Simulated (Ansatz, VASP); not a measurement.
# Two plane-wave programs on WS2

```
CELL_PARAMETERS angstrom
3.14613 0.00000 0.00000
-1.57307 2.72463 0.00000
0.00000 0.00000 12.69173
ATOMIC_POSITIONS crystal
W 0.33333 0.66667 0.25000
W 0.66667 0.33333 0.75000
S 0.35717 0.66667 0.62649
S 0.69051 0.33333 0.12649
S 0.30949 0.66667 0.87351
S 0.64283 0.33333 0.37351
```

Change from the starting cell: mode 9 (295.6 1/cm) frozen in, largest displacement +0.075 Å.

Alike in both runs: task single point; functional PBEsol; k mesh 12 × 12 × 2; occupations gaussian, width 0.05 eV; no spin polarisation.

|  | VASP | Ansatz |
| --- | --- | --- |
| version | VASP 6.6.1 | Ansatz 0.2.0 |
| potentials or method | VASP PAW PBE potentials, release 64 (W_sv, S), cutoff 520 eV | scalar-relativistic, plane waves, PAW |
| valence electrons in the cell | 52 | 52 |

```tsv
	VASP	Ansatz	Ansatz less VASP
gap on the k mesh at the Fermi level (eV)	1.09	1.08	-0.015
least direct gap on the mesh (eV)	1.85	1.85	-0.004
pressure (GPa)	0.5	0.4	-0.12
traceless stress, the component that is largest in VASP (GPa)	6.96	6.95	-0.015
rms of the force components (eV/Å)	0.369	0.367	-0.0018
```

VASP's potentials were made for PBE, not for PBEsol. Atom by atom the forces differ by 0.010 eV/Å (rms over components).

Spin-orbit coupling is off throughout.
